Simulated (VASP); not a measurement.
# Ho4Ti (P-62m) in VASP: relaxation of cell and atoms with PBE

Aim: the relaxation of cell and atoms of Ho4Ti with PBE.

Everything below comes from runs of VASP 6.6.1. Logs are shortened: lines on timing, memory, paths and dates and some standing lists are left out, and cuts for length are marked.

### Step 1. The cell of the first run

Symmetry: P-62m, No. 189, hexagonal system. The conventional cell has a = 6.010 Å, b = 6.010 Å, c = 4.310 Å, α = 90.00°, β = 90.00°, γ = 120.00°. Ho (site symmetry m2m) has 1 Ti at 2.45 Å and 6 Ho at 3.15 to 3.26 Å within 3.3 Å. Ho (site symmetry -62m) has 2 Ti at 2.16 Å within 2.9 Å. Ti (site symmetry -62m) has 5 Ho at 2.16 to 2.45 Å within 2.9 Å.

The cell was generated, and may not be a known phase.

### Step 2. Relaxation of cell and atoms, PBE

INCAR reads:

```
ALGO = Normal
EDIFF = 1E-7
EDIFFG = -0.08
ENCUT = 500
GGA = PE
GGA_COMPAT = False
IBRION = 2
ISIF = 3
ISMEAR = 0
LASPH = True
LCHARG = False
LMAXMIX = 6
LREAL = False
LWAVE = False
NELM = 200
NELMIN = 4
NSW = 36
PREC = Accurate
SIGMA = 0.2
```

KPOINTS reads:

```
k-points
0
Gamma
  3 3 4
```

POSCAR reads:

```
Ho4Ti
1.0
    6.0100344100      0.0000000000      0.0000000000
   -3.0050172000      5.2048424700      0.0000000000
    0.0000000000      0.0000000000      4.3100645200
Ho Ti
4 1
Direct
    0.5922861100      0.0000000000      0.0000000000
    0.0000000000      0.5922861100      0.0000000000
    0.4077138900      0.4077138900      0.0000000000
    0.0000000000      0.0000000000      0.5000000000
    0.0000000000      0.0000000000      0.0000000000
```

Potentials or basis: VASP PAW PBE potentials, release 64 (Ho_3, Ti_sv), 4f in core.

The run is started by

```
$ cat potpaw_PBE.64/Ho_3/POTCAR potpaw_PBE.64/Ti_sv/POTCAR > POTCAR
$ mpirun -np 1 vasp_std > vasp.out
```

OUTCAR:

```text
EDIFF = 1E-7
   EDIFFG = -0.08
   ENCUT = 500
   GGA = PE
   IBRION = 2
   ISIF = 3
   ISMEAR = 0
   LASPH = True
   LREAL = False
   NELM = 200
   NELMIN = 4
   NSW = 36
   PREC = Accurate

 ion  position               nearest neighbor table
   1  0.592  0.000  0.000-   5 2.45   3 3.15   3 3.15   2 3.15   2 3.15   4 3.26   4 3.26
   2  0.000  0.592  0.000-   5 2.45   1 3.15   3 3.15   1 3.15   3 3.15   4 3.26   4 3.26
   3  0.408  0.408  0.000-   5 2.45   1 3.15   1 3.15   2 3.15   2 3.15   4 3.26   4 3.26
   4  0.000  0.000  0.500-   5 2.16   5 2.16   2 3.26   2 3.26   3 3.26   3 3.26   1 3.26   1 3.26

   5  0.000  0.000  0.000-   4 2.16   4 2.16   2 2.45   3 2.45   1 2.45

  LATTYP: Found a hexagonal cell.
 ALAT       =     6.0100344100
 C/A-ratio  =     0.7171447326

  Lattice vectors:

 A1 = (   6.0100344100,   0.0000000000,   0.0000000000)
 A2 = (  -3.0050172000,   5.2048424700,   0.0000000000)
 A3 = (   0.0000000000,   0.0000000000,   4.3100645200)

Analysis of symmetry for initial positions (statically):
=====================================================================
 Subroutine PRICEL returns:
 Original cell was already a primitive cell.

 Routine SETGRP: Setting up the symmetry group for a
 hexagonal supercell.

 Subroutine GETGRP returns: Found 12 space group operations
 (whereof 12 operations were pure point group operations)
 out of a pool of 24 trial point group operations.

The static configuration has the point symmetry D_3h.

Analysis of symmetry for dynamics (positions and initial velocities):
=====================================================================
 Subroutine PRICEL returns:
 Original cell was already a primitive cell.

 Routine SETGRP: Setting up the symmetry group for a
 hexagonal supercell.

 Subroutine GETGRP returns: Found 12 space group operations
 (whereof 12 operations were pure point group operations)
 out of a pool of 24 trial point group operations.

The dynamic configuration has the point symmetry D_3h.

 Subroutine INISYM returns: Found 12 space group operations
 (whereof 12 operations are pure point group operations),
 and found     1 'primitive' translations

----------------------------------------------------------------------------------------

                                     Primitive cell

  volume of cell :     134.8243

  direct lattice vectors                    reciprocal lattice vectors
     6.010034410  0.000000000  0.000000000     0.166388398  0.096064387  0.000000000
    -3.005017200  5.204842470  0.000000000     0.000000000  0.192128773  0.000000000
     0.000000000  0.000000000  4.310064520     0.000000000  0.000000000  0.232015088

  length of vectors
     6.010034410  6.010034402  4.310064520     0.192128773  0.192128773  0.232015088

  position of ions in fractional coordinates (direct lattice)
     0.592286110  0.000000000  0.000000000
     0.000000000  0.592286110  0.000000000
     0.407713890  0.407713890  0.000000000
     0.000000000  0.000000000  0.500000000
     0.000000000  0.000000000  0.000000000

  ion indices of the primitive-cell ions
   primitive index   ion index
                 1           1
                 2           2
                 3           3
                 4           4
                 5           5

----------------------------------------------------------------------------------------

 KPOINTS: k-points

Automatic generation of k-mesh.
 Grid dimensions read from file:
 generate k-points for:    3    3    4

 Generating k-lattice:

  Cartesian coordinates                     Fractional coordinates (reciprocal lattice)
     0.055462799  0.032021462  0.000000000     0.333333333  0.000000000  0.000000000
     0.000000000  0.064042924  0.000000000     0.000000000  0.333333333  0.000000000
     0.000000000  0.000000000  0.058003772     0.000000000  0.000000000  0.250000000

  Length of vectors
     0.064042924  0.064042924  0.058003772

  Shift w.r.t. Gamma in fractional coordinates (k-lattice)
     0.000000000  0.000000000  0.000000000

 Subroutine IBZKPT returns following result:
 ===========================================

 Found      9 irreducible k-points:

 Following reciprocal coordinates:
            Coordinates               Weight
  0.000000  0.000000  0.000000      1.000000
  0.333333  0.000000  0.000000      6.000000
  0.333333  0.333333  0.000000      2.000000
  0.000000  0.000000  0.250000      2.000000
  0.333333  0.000000  0.250000     12.000000
  0.333333  0.333333  0.250000      4.000000
  0.000000  0.000000  0.500000      1.000000
  0.333333  0.000000  0.500000      6.000000
  0.333333  0.333333  0.500000      2.000000
   k-points           NKPTS =      9   k-points in BZ     NKDIM =      9   number of bands    NBANDS=     28
   number of dos      NEDOS =    301   number of ions     NIONS =      5
   total plane-waves  NPLWV =  73728
   dimension x,y,z NGX =    48 NGY =   48 NGZ =   32
   dimension x,y,z NGXF=    96 NGYF=   96 NGZF=   64
   ions per type =               4   1
   NGX,Y,Z   is equivalent  to a cutoff of  13.28, 13.28, 12.34 a.u.
   NGXF,Y,Z  is equivalent  to a cutoff of  26.55, 26.55, 24.69 a.u.
 SYSTEM =  unknown system
   PREC   = accura    normal or accurate (medium, high low for compatibility)
   ISTART =      0    job   : 0-new  1-cont  2-samecut
   ICHARG =      2    charge: 1-file 2-atom 10-const
   ISPIN  =      1    spin polarized calculation?
   LNONCOLLINEAR =      F non collinear calculations
   LSORBIT =      F    spin-orbit coupling
   LASPH  =      T    aspherical Exc in radial PAW
   ENCUT  =  500.0 eV  36.75 Ry    6.06 a.u.  10.96 10.96  7.86*2*pi/ulx,y,z
   NELM   =    200;   NELMIN=  4; NELMDL= -5     # of ELM steps
   EDIFF  = 0.1E-06   stopping-criterion for ELM
   LREAL  =      F    real-space projection
   EDIFFG = -.8E-01   stopping-criterion for IOM
   NSW    =     36    number of steps for IOM
   IBRION =      2    ionic relax: 0-MD 1-quasi-New 2-CG
   NFREE  =      1    steps in history (QN), initial steepest desc. (CG)
   ISIF   =      3    stress and relaxation
   ISYM   =      2    0-nonsym 1-usesym 2-fastsym
   POTIM  = 0.5000    time-step for ionic-motion
   TEBEG  =    0.0;   TEEND  =   0.0 temperature during run
   PSTRESS=    0.0 pullay stress
   NELECT =      48.0000    total number of electrons
   NUPDOWN=      -1.0000    fix difference up-down
   EMIN   =  10.00;   EMAX   =-10.00  energy-range for DOS
   EFERMI =   0.00;   METHOD = LEGACY
   ISMEAR =     0;   SIGMA  =   0.20  broadening in eV -4-tet -1-fermi 0-gaus
   EFERMI_NEDOS =   21; number of points for ismear=-14 and -15
   IALGO  =     38    algorithm
   IMIX   =      4    mixing-type and parameters
     AMIX     =   0.40;   BMIX     =  1.00
     AMIX_MAG =   1.60;   BMIX_MAG =  1.00
  volume/ion in A,a.u.               =      26.96       181.97
  Fermi-wavevector in a.u.,A,eV,Ry     =   1.160288  2.192626 18.317092  1.346268
  Thomas-Fermi vector in A             =   2.296872
   LORBIT       =      0    0 simple, 1 ext, 2 COOP (PROOUT), +10 PAW based schemes
   GGA     = PE    functional components
   LHFCALC =     F    Hartree Fock is set to
   AEXX    =    0.0000 exact exchange contribution
   IVDW    =     0    specifies the selected vdW correction
   LEPSILON=     F    determine dielectric tensor
   LRPA    =     F    only Hartree local field effects (RPA)
 conjugate gradient relaxation of ions
 non-spin polarized calculation
 Gauss-broadening in eV      SIGMA  =   0.20
  energy-cutoff  :      500.00
  volume of cell :      134.82
 maximum number of plane-waves:      3441
 NGX is ok and might be reduce to    48
   NGX = 21   NGY = 21   NGZ = 15

--------------------------------------- Ionic step        1  -------------------------------------------

 number of electron      48.0000003 magnetization

 Free energy of the ion-electron system (eV)
  ---------------------------------------------------
  ext. energy  EPLUGINS =         0.00000000
  ---------------------------------------------------
  free energy    TOTEN  =       -18.29659706 eV

  energy without entropy =      -18.20254182  energy(sigma->0) =      -18.24956944

 E-fermi :   3.4323     XC(G=0):  -9.9924

 val. band max:        3.3958761638   @ k =   0.3333   0.0000   0.0000
 cond. band min:       3.4400976760   @ k =   0.3333   0.3333   0.5000
 fundamental gap:      0.0442215121
 Fermi energy:         3.4323243768

 k-point     1 :       0.0000    0.0000    0.0000
  band No.  band energies     occupation
      1     -52.1296      2.00000
      2     -29.8756      2.00000
      3     -28.7727      2.00000
      4     -28.7727      2.00000
      5     -20.9460      2.00000
      6     -20.6019      2.00000
[... 378 lines left out ...]
  FREE ENERGIE OF THE ION-ELECTRON SYSTEM (eV)
  ---------------------------------------------------
  free  energy   TOTEN  =       -21.1920504177 eV

  energy  without entropy=      -21.0451156131  energy(sigma->0) =      -21.11858302

[... ionic steps 4 to 7 ...]

--------------------------------------- Ionic step        8  -------------------------------------------

 number of electron      48.0000025 magnetization

------------------------ aborting loop because EDIFF is reached ----------------------------------------

  FORCE on cell =-STRESS in cart. coord.  units (eV):
  Direction    XX          YY          ZZ          XY          YZ          ZX
  --------------------------------------------------------------------------------------
  -------------------------------------------------------------------------------------
  Total        0.7304705      0.7304705     -2.6913106      0.0000000     -0.0000000      0.0000000
  in kB        6.3879575      6.3879574    -23.5354858      0.0000000     -0.0000000      0.0000000
  external PRESSURE =      -3.5865236 kB  Pullay stress =       0.0000000 kB
[... 63 lines left out ...]
  energy  without entropy=      -21.8291633571  energy(sigma->0) =      -21.87864805

--------------------------------------- Ionic step       10  -------------------------------------------

 number of electron      47.9999998 magnetization

 Free energy of the ion-electron system (eV)
  ---------------------------------------------------
  ext. energy  EPLUGINS =         0.00000000
  ---------------------------------------------------
  free energy    TOTEN  =       -21.99724693 eV

  energy without entropy =      -21.88501464  energy(sigma->0) =      -21.94113078

 E-fermi :   2.1603     XC(G=0):  -8.8416

 val. band max:        2.0787619134   @ k =   0.0000   0.0000   0.2500
 cond. band min:       2.2576521399   @ k =   0.3333   0.3333   0.0000
 fundamental gap:      0.1788902265
 Fermi energy:         2.1603329439

 k-point     1 :       0.0000    0.0000    0.0000
  band No.  band energies     occupation
      1     -54.2818      2.00000
      2     -30.6690      2.00000
      3     -30.6690      2.00000
      4     -30.5577      2.00000
      5     -22.6786      2.00000
      6     -22.1902      2.00000
[... 300 lines left out ...]
  FREE ENERGIE OF THE ION-ELECTRON SYSTEM (eV)
  ---------------------------------------------------
  free  energy   TOTEN  =       -21.9972469314 eV

  energy  without entropy=      -21.8850146386  energy(sigma->0) =      -21.94113078

 reached required accuracy - stopping structural energy minimisation
```

Wall time 8.8 min (1 thread of Intel Xeon Platinum 8259CL at 2.50GHz (Skylake/Cascade Lake), shared host); peak memory 0.29 GiB.

What came out:

| Property | Result |
| --- | --- |
| Free energy | -21.9972 eV |
| Relaxed volume | 35.87 Å³/atom |
| Relaxed cell | a = 6.305 Å, b = 6.305 Å, c = 5.210 Å, α = 90.00°, β = 90.00°, γ = 120.00° |
| Space group after relaxing (to 0.1 Å) | P6/mmm (No. 191) |
| Energy gained by relaxing | 740.1 meV/atom |
| Ionic steps | 10 |
| Pressure after relaxing | -0.1 GPa |
| Largest force after relaxing | 0.059 eV/Å |
| Band gap on the k mesh | zero (bands 24 and 25 overlap by 0.31 eV) |

Forces in eV/Å, atoms in the order of the input:
```
Ho   0.059  0.000  0.000
Ho  -0.030  0.052  0.000
Ho  -0.030 -0.052  0.000
Ho   0.000  0.000  0.000
Ti   0.000  0.000  0.000
```

The path:
| step | energy change (eV) | largest force (eV/Å) | pressure (GPa) | volume (Å³) |
| --- | --- | --- | --- | --- |
| 1 | 0.0000 | 2.7723 | 16.97 | 134.82 |
| 2 | -2.8822 | 0.7671 | -1.88 | 198.17 |
| 3 | -2.8955 | 0.8648 | -0.99 | 191.08 |
| 4 | -2.8966 | 0.8448 | -1.17 | 192.45 |
| 5 | -3.1058 | 0.8055 | -0.55 | 187.40 |
| 6 | -3.2201 | 0.7562 | 0.94 | 178.76 |
| 7 | -3.3686 | 0.6230 | 0.56 | 179.87 |
| 8 | -3.6287 | 0.1439 | -0.36 | 183.21 |
| 9 | -3.6315 | 0.0154 | -0.47 | 183.88 |
| 10 | -3.7006 | 0.0595 | -0.11 | 179.37 |

Final structure:
```xyz
5
Lattice="6.3050 0.0000 0.0000 -3.1525 5.4603 0.0000 0.0000 0.0000 5.2102" Properties=species:S:1:pos:R:3 pbc="T T T"
Ho   -0.0186    5.4603    0.0000
Ho   -1.5670    2.7141    0.0000
Ho    1.5855    2.7462    5.2102
Ho    0.0000    0.0000    2.6051
Ti    0.0000    0.0000    0.0000
```

Levels at points of the mesh, in eV from the Fermi level:
```csv
k point,band 21,band 22,band 23,band 24,band 25,band 26,band 27,band 28
"(0.00, 0.00, 0.00)",-1.40,-1.40,-0.87,-0.71,-0.13,1.14,1.14,1.39
"(0.00, 0.00, 0.50)",-1.48,-0.75,-0.75,-0.67,0.43,0.43,1.24,1.54
```

Caveat: the k points lie up to 0.38 Å⁻¹ apart in the final cell; the volume moved by over 15 % at a fixed basis, so the end points are rough; spin-orbit coupling is left out, which moves the levels of the heavy elements; the 4f electrons are frozen in the core, so they carry no moment and show no levels; the relaxation stopped at a loose force limit of 0.08 eV/Å, so its end isn't a converged minimum. Spin polarisation is off, so any magnetic state and its effect on volume and gap are missing.

The gap in the log of VASP goes by the Fermi energy; the results here count the filled bands.